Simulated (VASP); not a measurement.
CdH2O2, 5 atoms in the cell. It takes space group P-3m1 (No. 164, trigonal). Conventional cell: a = 3.568 Å, b = 3.568 Å, c = 4.713 Å, α = 90.00°, β = 90.00°, γ = 120.00°. Within 3.1 Å of Cd (site symmetry -3m) lie 6 O at 2.35 Å and 6 H at 2.95 Å. H (site symmetry 3m) has 1 O at 0.98 Å within 1.3 Å. O (site symmetry 3m) has 1 H at 0.98 Å within 1.3 Å.  This cell differs from its parent crystal: strain +0.015 along x and y, +0.015 along z.

| Item | Value |
| --- | --- |
| Program | VASP 6.6.1 |
| Task | single point |
| Functional | PBEsol |
| Potentials or basis | VASP PAW PBE potentials, release 64 (Cd, H, O) |
| Cutoff | 520 eV |
| k mesh | 9 × 9 × 6 |
| Occupations | gaussian, width 0.05 eV |
| Spin | no spin polarisation |
| Dipole correction | no |
| Further INCAR settings | ALGO = Normal; EDIFF = 1e-06; NBANDS = 21 |

Potentials or basis: VASP PAW PBE potentials, release 64 (Cd, H, O).

Run with:

```console
$ cat potpaw_PBE.64/Cd/POTCAR potpaw_PBE.64/H/POTCAR potpaw_PBE.64/O/POTCAR > POTCAR
$ mpirun -np 1 vasp_std > vasp.out
```

Hardware: 1 thread of AMD EPYC 9R45 96-Core Processor (Zen 5), with other jobs on the host.

Question: Estimate the wall time of this run.

Answer: Wall time 31 s on 1 thread of AMD EPYC 9R45 96-Core Processor (Zen 5), with other jobs on the host, peak memory 0.18 GiB. Counts: scf iterations 14, k points 62.
